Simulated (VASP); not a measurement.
# HgTe (F-43m) in VASP: a series of runs

HgTe is run at these levels: r2SCAN, PBE, HSE06; tasks: relaxation of cell and atoms, single point.

Everything below comes from runs of VASP 6.6.1. Logs are shortened: lines on timing, memory, paths and dates and some standing lists are left out, and cuts for length are marked.

## (1) The cell of the first run

Symmetry: F-43m, No. 216, cubic system. Conventional cell: a = 6.652 Å, b = 6.652 Å, c = 6.652 Å, α = 90.00°, β = 90.00°, γ = 90.00°. Hg (site symmetry -43m) has 4 Te at 2.88 Å within 3.8 Å. Within 3.8 Å of Te (site symmetry -43m) lie 4 Hg at 2.88 Å.

## (2) Relaxation of cell and atoms, r2SCAN

Contents of POSCAR:

```
HgTe
1.0
    0.0000000000      3.3260106985      3.3260106985
    3.3260106985      0.0000000000      3.3260106985
    3.3260106985      3.3260106985      0.0000000000
Hg Te
1 1
Direct
    0.0000000000      0.0000000000      0.0000000000
    0.2500000000      0.2500000000      0.2500000000
```

Contents of INCAR.step1:

```
SYSTEM = HgTe
PREC = Accurate
ENCUT = 600
ISMEAR = -1
SIGMA = 0.02
LREAL = .False.
LASPH = .True.
NELM = 80
GGA = PE
ALGO = Normal
EDIFF = 1E-4
LWAVE = .True.
LCHARG = .False.
```

Contents of INCAR.step2:

```
SYSTEM = HgTe
PREC = Accurate
ENCUT = 600
EDIFF = 1E-7
ISMEAR = -1
SIGMA = 0.02
LREAL = .False.
LASPH = .True.
NELM = 80
ALGO = Normal
ISIF = 3
LWAVE = .False.
LCHARG = .False.
METAGGA = R2SCAN
LMIXTAU = .True.
IBRION = 2
NSW = 80
EDIFFG = -0.005
ISTART = 1
```

Contents of KPOINTS:

```
Automatic mesh
0
Gamma
  6 6 6
  0 0 0
```

Potentials or basis: VASP PAW PBE potentials, release 64 (Hg, Te).

The run is started by

```console
> cat potpaw_PBE.64/Hg/POTCAR potpaw_PBE.64/Te/POTCAR > POTCAR
> cp INCAR.step1 INCAR
> mpirun -np 1 vasp_std > vasp.out
> cp INCAR.step2 INCAR
> mpirun -np 1 vasp_std > vasp.out
```

OUTCAR:

```text
SYSTEM = HgTe
   PREC = Accurate
   ENCUT = 600
   EDIFF = 1E-7
   ISMEAR = -1
   LREAL = .False.
   LASPH = .True.
   NELM = 80
   ISIF = 3
   METAGGA = R2SCAN
   IBRION = 2
   NSW = 80
   EDIFFG = -0.005
   ISTART = 1

 ion  position               nearest neighbor table
   1  0.000  0.000  0.000-   2 2.88   2 2.88   2 2.88   2 2.88
   2  0.250  0.250  0.250-   1 2.88   1 2.88   1 2.88   1 2.88

  LATTYP: Found a face centered cubic cell.
 ALAT       =     6.6520213970

  Lattice vectors:

 A1 = (   0.0000000000,   3.3260106985,   3.3260106985)
 A2 = (   3.3260106985,   0.0000000000,   3.3260106985)
 A3 = (   3.3260106985,   3.3260106985,   0.0000000000)

Analysis of symmetry for initial positions (statically):
=====================================================================
 Subroutine PRICEL returns:
 Original cell was already a primitive cell.

 Routine SETGRP: Setting up the symmetry group for a
 face centered cubic supercell.

 Subroutine GETGRP returns: Found 24 space group operations
 (whereof 24 operations were pure point group operations)
 out of a pool of 48 trial point group operations.

The static configuration has the point symmetry T_d .

Analysis of symmetry for dynamics (positions and initial velocities):
=====================================================================
 Subroutine PRICEL returns:
 Original cell was already a primitive cell.

 Routine SETGRP: Setting up the symmetry group for a
 face centered cubic supercell.

 Subroutine GETGRP returns: Found 24 space group operations
 (whereof 24 operations were pure point group operations)
 out of a pool of 48 trial point group operations.

The dynamic configuration has the point symmetry T_d .

 Subroutine INISYM returns: Found 24 space group operations
 (whereof 24 operations are pure point group operations),
 and found     1 'primitive' translations

----------------------------------------------------------------------------------------

                                     Primitive cell

  volume of cell :      73.5870

  direct lattice vectors                    reciprocal lattice vectors
     0.000000000  3.326010699  3.326010699    -0.150330244  0.150330244  0.150330244
     3.326010699  0.000000000  3.326010699     0.150330244 -0.150330244  0.150330244
     3.326010699  3.326010699  0.000000000     0.150330244  0.150330244 -0.150330244

  length of vectors
     4.703689438  4.703689438  4.703689438     0.260379621  0.260379621  0.260379621

  position of ions in fractional coordinates (direct lattice)
[... 8 lines left out ...]
----------------------------------------------------------------------------------------

 KPOINTS: Automatic mesh

Automatic generation of k-mesh.
 Grid dimensions read from file:
 generate k-points for:    6    6    6

 Generating k-lattice:

  Cartesian coordinates                     Fractional coordinates (reciprocal lattice)
    -0.025055041  0.025055041  0.025055041     0.166666667  0.000000000  0.000000000
     0.025055041 -0.025055041  0.025055041     0.000000000  0.166666667  0.000000000
     0.025055041  0.025055041 -0.025055041     0.000000000  0.000000000  0.166666667

  Length of vectors
     0.043396603  0.043396603  0.043396603

  Shift w.r.t. Gamma in fractional coordinates (k-lattice)
     0.000000000  0.000000000  0.000000000

 Subroutine IBZKPT returns following result:
 ===========================================

 Found     16 irreducible k-points:

 Following reciprocal coordinates:
            Coordinates               Weight
  0.000000  0.000000  0.000000      1.000000
  0.166667  0.000000  0.000000      8.000000
  0.333333  0.000000  0.000000      8.000000
  0.500000  0.000000  0.000000      4.000000
  0.166667  0.166667  0.000000      6.000000
  0.333333  0.166667  0.000000     24.000000
[... 8 lines left out ...]
 -0.333333  0.333333  0.166667     24.000000
 -0.333333  0.500000  0.166667     12.000000
   k-points           NKPTS =     16   k-points in BZ     NKDIM =     16   number of bands    NBANDS=     13
   number of dos      NEDOS =    301   number of ions     NIONS =      2
   total plane-waves  NPLWV =  64000
   dimension x,y,z NGX =    40 NGY =   40 NGZ =   40
   dimension x,y,z NGXF=    80 NGYF=   80 NGZF=   80
   ions per type =               1   1
   NGX,Y,Z   is equivalent  to a cutoff of  14.14, 14.14, 14.14 a.u.
   NGXF,Y,Z  is equivalent  to a cutoff of  28.27, 28.27, 28.27 a.u.
 SYSTEM =  HgTe
   PREC   = accura    normal or accurate (medium, high low for compatibility)
   ISTART =      1    job   : 0-new  1-cont  2-samecut
   ICHARG =      0    charge: 1-file 2-atom 10-const
   ISPIN  =      1    spin polarized calculation?
   LNONCOLLINEAR =      F non collinear calculations
   LSORBIT =      F    spin-orbit coupling
   LASPH  =      T    aspherical Exc in radial PAW
   ENCUT  =  600.0 eV  44.10 Ry    6.64 a.u.   9.39  9.39  9.39*2*pi/ulx,y,z
   NELM   =     80;   NELMIN=  2; NELMDL=  0     # of ELM steps
   EDIFF  = 0.1E-06   stopping-criterion for ELM
   LREAL  =      F    real-space projection
   EDIFFG = -.5E-02   stopping-criterion for IOM
   NSW    =     80    number of steps for IOM
   IBRION =      2    ionic relax: 0-MD 1-quasi-New 2-CG
   NFREE  =      1    steps in history (QN), initial steepest desc. (CG)
   ISIF   =      3    stress and relaxation
   ISYM   =      2    0-nonsym 1-usesym 2-fastsym
   POTIM  = 0.5000    time-step for ionic-motion
   TEBEG  =    0.0;   TEEND  =   0.0 temperature during run
   PSTRESS=    0.0 pullay stress
   NELECT =      18.0000    total number of electrons
   NUPDOWN=      -1.0000    fix difference up-down
   EMIN   =  10.00;   EMAX   =-10.00  energy-range for DOS
   EFERMI =   0.00;   METHOD = LEGACY
   ISMEAR =    -1;   SIGMA  =   0.02  broadening in eV -4-tet -1-fermi 0-gaus
   EFERMI_NEDOS =   21; number of points for ismear=-14 and -15
   IALGO  =     38    algorithm
   IMIX   =      4    mixing-type and parameters
     AMIX     =   0.40;   BMIX     =  1.00
     AMIX_MAG =   1.60;   BMIX_MAG =  1.00
  volume/ion in A,a.u.               =      36.79       248.29
  Fermi-wavevector in a.u.,A,eV,Ry     =   1.023840  1.934777 14.262280  1.048248
  Thomas-Fermi vector in A             =   2.157595
   LORBIT       =      0    0 simple, 1 ext, 2 COOP (PROOUT), +10 PAW based schemes
   METAGGA = R2SCAN    functional components
   LHFCALC =     F    Hartree Fock is set to
   AEXX    =    0.0000 exact exchange contribution
   IVDW    =     0    specifies the selected vdW correction
   LEPSILON=     F    determine dielectric tensor
   LRPA    =     F    only Hartree local field effects (RPA)
 conjugate gradient relaxation of ions
 non-spin polarized calculation
  energy-cutoff  :      600.00
  volume of cell :       73.59
 maximum number of plane-waves:      2475
 NGX is ok and might be reduce to    40
   NGX = 19   NGY = 19   NGZ = 19

--------------------------------------- Ionic step        1  -------------------------------------------

 number of electron      18.0000002 magnetization

 Free energy of the ion-electron system (eV)
  ---------------------------------------------------
  ext. energy  EPLUGINS =         0.00000000
  ---------------------------------------------------
  free energy    TOTEN  =       -75.14551344 eV

  energy without entropy =      -75.14515973  energy(sigma->0) =      -75.14533658

------------------------ aborting loop because EDIFF is reached ----------------------------------------

  FORCE on cell =-STRESS in cart. coord.  units (eV):
  Direction    XX          YY          ZZ          XY          YZ          ZX
  --------------------------------------------------------------------------------------
  -------------------------------------------------------------------------------------
  Total       -0.5454564     -0.5454564     -0.5454564      0.0000000      0.0000000      0.0000000
  in kB      -11.8759870    -11.8759870    -11.8759870      0.0000000      0.0000000      0.0000000
  external PRESSURE =     -11.8759870 kB  Pullay stress =       0.0000000 kB

 VOLUME and BASIS-vectors are now :
 -----------------------------------------------------------------------------
  energy-cutoff  :      600.00
  volume of cell :       73.59
      direct lattice vectors                 reciprocal lattice vectors
     0.000000000  3.326010699  3.326010699    -0.150330244  0.150330244  0.150330244
     3.326010699  0.000000000  3.326010699     0.150330244 -0.150330244  0.150330244
     3.326010699  3.326010699  0.000000000     0.150330244  0.150330244 -0.150330244
[... 37 lines left out ...]
 POSITION                                       TOTAL-FORCE (eV/Angst)
 -----------------------------------------------------------------------------------
      6.56450      6.56450      6.56450         0.000000      0.000000      0.000000
      1.64112      1.64112      1.64112        -0.000000     -0.000000     -0.000000
 -----------------------------------------------------------------------------------
    total drift:                               -0.000000     -0.000000     -0.000000

  FREE ENERGIE OF THE ION-ELECTRON SYSTEM (eV)
  ---------------------------------------------------
  free  energy   TOTEN  =       -75.1540377898 eV

  energy  without entropy=      -75.1536841401  energy(sigma->0) =      -75.15386096

--------------------------------------- Ionic step        3  -------------------------------------------

 number of electron      17.9999999 magnetization

 Free energy of the ion-electron system (eV)
  ---------------------------------------------------
  ext. energy  EPLUGINS =         0.00000000
  ---------------------------------------------------
  free energy    TOTEN  =       -75.15452148 eV

  energy without entropy =      -75.15416782  energy(sigma->0) =      -75.15434465

 E-fermi :   2.3263     XC(G=0):  -9.0590

 val. band max:        2.3124525426   @ k =   0.0000   0.0000   0.0000
 cond. band min:       3.2540140583   @ k =   0.5000   0.0000   0.0000
 fundamental gap:      0.9415615158
 Fermi energy:         2.3263159143

 k-point     1 :       0.0000    0.0000    0.0000
  band No.  band energies     occupation
      1      -9.7073      2.00000
      2      -5.0254      2.00000
      3      -5.0254      2.00000
      4      -5.0254      2.00000
      5      -4.5194      2.00000
      6      -4.5194      2.00000
      7       1.7584      2.00000
      8       2.3125      1.33334
      9       2.3125      1.33334
     10       2.3125      1.33334
     11       6.9774      0.00000
     12       6.9774      0.00000
     13       6.9774      0.00000

 k-point     2 :       0.1667    0.0000    0.0000
  band No.  band energies     occupation
      1      -9.5824      2.00000
      2      -4.9914      2.00000
      3      -4.9914      2.00000
      4      -4.9613      2.00000
      5      -4.5215      2.00000
      6      -4.5215      2.00000
      7       0.0497      2.00000
      8       2.0478      2.00000
      9       2.0478      2.00000
     10       3.2731      0.00000
     11       6.9552      0.00000
[... 246 lines left out ...]
 POSITION                                       TOTAL-FORCE (eV/Angst)
 -----------------------------------------------------------------------------------
      0.00000      0.00000      0.00000         0.000000      0.000000      0.000000
      1.64514      1.64514      1.64514        -0.000000     -0.000000     -0.000000
 -----------------------------------------------------------------------------------
    total drift:                               -0.000000     -0.000000     -0.000000

  FREE ENERGIE OF THE ION-ELECTRON SYSTEM (eV)
  ---------------------------------------------------
  free  energy   TOTEN  =       -75.1545214799 eV

  energy  without entropy=      -75.1541678230  energy(sigma->0) =      -75.15434465

 reached required accuracy - stopping structural energy minimisation
```

Run time: 2.1 min. Hardware: 1 thread of Intel Xeon 6975P-C (Granite Rapids), shared host; peak memory 0.27 GiB.

What came out:

```
Free energy                            : -75.1545 eV
Relaxed volume                         : 35.62 Å³/atom
Relaxed cell                           : a = 4.653 Å, b = 4.653 Å, c = 4.653 Å, α = 60.00°, β = 60.00°, γ = 60.00°
Space group after relaxing (to 0.05 Å) : F-43m (No. 216)
Energy gained by relaxing              : 4.5 meV/atom
Ionic steps                            : 3
Pressure after relaxing                : 0.0 GPa
Band gap on the k mesh                 : zero (filled and empty bands touch)
```

The path:
| step | energy change (eV) | largest force (eV/Å) | pressure (GPa) | volume (Å³) |
| --- | --- | --- | --- | --- |
| 1 | 0.0000 | 0.0000 | -1.19 | 73.59 |
| 2 | -0.0085 | 0.0000 | 0.30 | 70.72 |
| 3 | -0.0090 | 0.0000 | 0.00 | 71.24 |

Final structure:
```xyz
2
Lattice="0.0000 3.2903 3.2903 3.2903 0.0000 3.2903 3.2903 3.2903 0.0000" Properties=species:S:1:pos:R:3 pbc="T T T"
Hg    0.0000    0.0000    0.0000
Te    1.6451    1.6451    1.6451
```

Levels at points of the mesh, in eV from the Fermi level:
```
           k point  band 5  band 6  band 7  band 8  band 9  band 10  band 11  band 12  band 13
(0.00, 0.00, 0.00)   -6.85   -6.85   -0.57   -0.01   -0.01    -0.01     4.65     4.65     4.65
(0.50, 0.00, 0.00)   -6.83   -6.56   -5.30   -0.93   -0.93     0.93     5.42     5.42     7.13
(0.50, 0.50, 0.00)   -6.79   -6.42   -5.30   -2.14   -2.14     2.08     2.85     8.48     9.20
```

Caveat: the PAW data sets were made with another functional, which shifts forces and pressure a little; spin-orbit coupling is left out, which moves the levels of the heavy elements.

## (3) Single point, PBE, non-collinear spin, zero start, spin-orbit coupling

This run uses another cell than the first one, of 35.58 Å³/atom, 0.967 times its volume.

Contents of INCAR:

```
  ALGO = Normal
  EDIFF = 1E-6
  ENCUT = 520
  GGA = PE
  GGA_COMPAT = F
  ISIF = 2
  ISMEAR = -1
  LASPH = T
  LCHARG = F
  LORBIT = 11
  LORBMOM = T
  LREAL = F
  LSORBIT = T
  LWAVE = F
  MAGMOM = 0 0 0 0 0 0
  NBANDS = 30
  NELM = 150
  PREC = Accurate
  SIGMA = 0.02
```

Contents of KPOINTS:

```
k-points
0
Gamma
  6 6 6
```

Contents of POSCAR:

```
HgTe
1.0
    0.0000000000      3.2891578929      3.2891578929
    3.2891578929      0.0000000000      3.2891578929
    3.2891578929      3.2891578929      0.0000000000
Hg Te
1 1
Direct
    0.0000000000      0.0000000000      0.0000000000
    0.2500000000      0.2500000000      0.2500000000
```

Potentials or basis: VASP PAW PBE potentials, release 64 (Hg, Te).

The run is started by

```console
> cat potpaw_PBE.64/Hg/POTCAR potpaw_PBE.64/Te/POTCAR > POTCAR
> mpirun -np 1 vasp_ncl > vasp.out
```

Run time: 64 s. Hardware: 1 thread of Intel Xeon 6975P-C (Granite Rapids), shared host; peak memory 0.41 GiB.

It converged, with:

| Property | Result |
| --- | --- |
| Free energy | -4.0275 eV |
| Pressure | 1.1 GPa |
| Net moment | 0.00 μB per cell |
| Valence electrons inside the program's atomic spheres | Hg 10.49; Te 3.35 |

Moments on the atoms (μB; x, y, z):
```
Hg  0.00 0.00 0.00
Te  0.00 0.00 0.00
```

## (4) Single point, HSE06

This run uses another cell than the first one, of 35.72 Å³/atom, 0.971 times its volume.

Contents of POSCAR:

```
HgTe
1.0
    0.0000000000      3.2933302498      3.2933302498
    3.2933302498      0.0000000000      3.2933302498
    3.2933302498      3.2933302498      0.0000000000
Hg Te
1 1
Direct
    0.0000000000      0.0000000000      0.0000000000
    0.2500000000      0.2500000000      0.2500000000
```

Contents of INCAR.step1:

```
SYSTEM = HgTe
PREC = Accurate
ENCUT = 520
EDIFF = 1E-5
ISMEAR = -1
SIGMA = 0.02
LREAL = .FALSE.
LASPH = .TRUE.
NELM = 60
ALGO = Normal
ISIF = 2
LWAVE = .TRUE.
GGA = PE
NBANDS = 16
```

Contents of INCAR.step2:

```
SYSTEM = HgTe
PREC = Accurate
ENCUT = 520
EDIFF = 1E-6
ISMEAR = -1
SIGMA = 0.02
LREAL = .FALSE.
LASPH = .TRUE.
NELM = 60
ALGO = Normal
ISIF = 2
LWAVE = .FALSE.
LCHARG = .TRUE.
GGA = PE
LHFCALC = .TRUE.
HFSCREEN = 0.2079
PRECFOCK = Normal
LELF = .TRUE.
LVHAR = .TRUE.
ISTART = 1
NBANDS = 16
```

Contents of KPOINTS:

```
Automatic mesh
0
G
  4 4 4
  0 0 0
```

The run is started by

```console
> cat potpaw_PBE.64/Hg/POTCAR potpaw_PBE.64/Te/POTCAR > POTCAR
> cp INCAR.step1 INCAR
> mpirun -np 1 vasp_std > vasp.out
> cp INCAR.step2 INCAR
> mpirun -np 1 vasp_std > vasp.out
```

It took 4.8 min on 1 thread of AMD EPYC 9R45 (Zen 5), shared host; peak memory 0.29 GiB.

It converged, with:

* Free energy: -4.6685 eV
* Pressure: -0.1 GPa
* Band gap on the k mesh: zero (filled and empty bands touch)

Levels at points of the mesh, in eV from the Fermi level:
| k point | band 5 | band 6 | band 7 | band 8 | band 9 | band 10 | band 11 | band 12 | band 13 | band 14 |
| --- | --- | --- | --- | --- | --- | --- | --- | --- | --- | --- |
| (0.00, 0.00, 0.00) | -7.70 | -7.70 | -0.28 | -0.01 | -0.01 | -0.01 | 5.07 | 5.07 | 5.07 | 7.37 |
| (0.50, 0.00, 0.00) | -7.68 | -7.38 | -5.52 | -0.98 | -0.98 | 1.34 | 5.86 | 5.86 | 7.67 | 8.74 |
| (0.50, 0.50, 0.00) | -7.65 | -7.23 | -5.54 | -2.23 | -2.23 | 2.59 | 3.21 | 9.01 | 9.75 | 9.75 |

Caveat: the k points lie up to 0.41 Å⁻¹ apart; the PAW data sets were made with another functional, which shifts forces and pressure a little; spin-orbit coupling is left out, which moves the levels of the heavy elements.

## (5) Overview

| task | level | spin | cell | k mesh | cutoff (eV) | grid for exact exchange (PRECFOCK) | screening parameter | gap on the mesh (eV) | pressure (GPa) |
| --- | --- | --- | --- | --- | --- | --- | --- | --- | --- |
| relaxation of cell and atoms | r2SCAN | off | relaxed from a = 4.704 Å, angles 60.0°, 2 atoms | 6 × 6 × 6 | 600 | - | - | none | 0.0 |
| single point | PBE | non-collinear, zero start, SOC | a = 4.652 Å, angles 60.0°, 2 atoms | 6 × 6 × 6 | 520 | - | - | - | 1.1 |
| single point | HSE06 | off | a = 4.657 Å, angles 60.0°, 2 atoms | 4 × 4 × 4 | 520 | Normal | 0.2079 1/Å | none | -0.1 |

Alike in all rows: potentials or basis VASP PAW PBE potentials, release 64 (Hg, Te); smearing fermi-dirac 0.02 eV.

Caveats: some runs use coarse meshes; the PAW data sets were made with another functional, which shifts forces and pressure a little (some runs); spin-orbit coupling is left out, which moves the levels of the heavy elements (some runs).

Total energies depend on the potentials used, so only differences within one code and one set of settings carry meaning.
